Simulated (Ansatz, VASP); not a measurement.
One calculation of WSe2, two programs

```xyz
6
Lattice="3.2823 0.0000 0.0000 -1.6411 2.8425 0.0000 0.0000 0.0000 45.5261" Properties=species:S:1:pos:R:3 pbc="T T T"
Se    0.0000    1.8950   17.8759
Se    0.0000    1.8950   21.2453
Se    1.6411    0.9475   24.2808
Se    1.6411    0.9475   27.6502
W     1.6411    0.9475   19.5609
W     0.0000    1.8950   25.9652
```

Alike in both runs: task single point; functional r2SCAN; k mesh 9 × 9 × 1; occupations gaussian, width 0.02 eV; no spin polarisation.

|  | VASP | Ansatz |
| --- | --- | --- |
| version | VASP 6.6.1 | Ansatz 0.2.0 |
| potentials or method | VASP PAW PBE potentials, release 64 (Se, W_sv), cutoff 520 eV | scalar-relativistic, plane waves, PAW |
| valence electrons in the cell | 52 | 92 |

|  | VASP | Ansatz | Ansatz less VASP |
| --- | --- | --- | --- |
| gap on the k mesh at the Fermi level (eV) | 1.51 | 1.51 | +0.003 |
| least direct gap on the mesh (eV) | 1.74 | 1.74 | +0.002 |
| rms of the force components (eV/Å) | 0.126 | 0.146 | +0.0201 |

VASP's potentials were made for PBE, not for r2SCAN. The functional is the same, so the differences come from potentials, cutoffs and numerics. VASP's potentials hold 52 valence electrons a cell and Ansatz's 92, so a difference there can come from the potentials and not from the codes. Ansatz's warnings: xc potential rough in thin density.

Neither program's run includes spin-orbit coupling.
